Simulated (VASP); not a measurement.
A run of VASP 6.6.1:

The input POSCAR:

```
RbBr
1.0
    0.0000000000      3.8694968646      3.8694968646
    3.9569474938      0.0000000000      3.8694968646
    3.9569474938      3.8694968646      0.0000000000
Rb Br
1 1
Direct
    0.0000000000      0.0000000000      0.0000000000
    0.2500000000      0.2500000000      0.2500000000
```

INCAR.step1

```
SYSTEM = RbBr
PREC = Accurate
ENCUT = 520
ISMEAR = 0
SIGMA = 0.01
LREAL = .False.
LASPH = .True.
NELM = 100
NBANDS = 15
GGA = PE
ALGO = Normal
EDIFF = 1E-4
LWAVE = .True.
LCHARG = .False.
```

The input INCAR.step2:

```
SYSTEM = RbBr
PREC = Accurate
ENCUT = 520
EDIFF = 1E-7
ISMEAR = 0
SIGMA = 0.01
LREAL = .False.
LASPH = .True.
NELM = 100
ALGO = Normal
ISIF = 2
LWAVE = .False.
LCHARG = .False.
METAGGA = R2SCAN
LMIXTAU = .True.
NBANDS = 15
ISTART = 1
```

The input KPOINTS:

```
regular mesh
0
Gamma
  6 6 6
  0 0 0
```

Potentials or basis: VASP PAW PBE potentials, release 64 (Rb_sv, Br).

Launch:

```sh
$ cat potpaw_PBE.64/Rb_sv/POTCAR potpaw_PBE.64/Br/POTCAR > POTCAR
$ cp INCAR.step1 INCAR
$ mpirun -np 1 vasp_std > vasp.out
$ cp INCAR.step2 INCAR
$ mpirun -np 1 vasp_std > vasp.out
```

Hardware: 1 thread of Intel(R) Xeon(R) 6975P-C (Granite Rapids) (shared host).

Estimate the wall time of this run.

Run time: 2.2 min on 1 thread of Intel(R) Xeon(R) 6975P-C (Granite Rapids), with other jobs on the host, peak memory 0.3 GiB. Counts: k points 30.
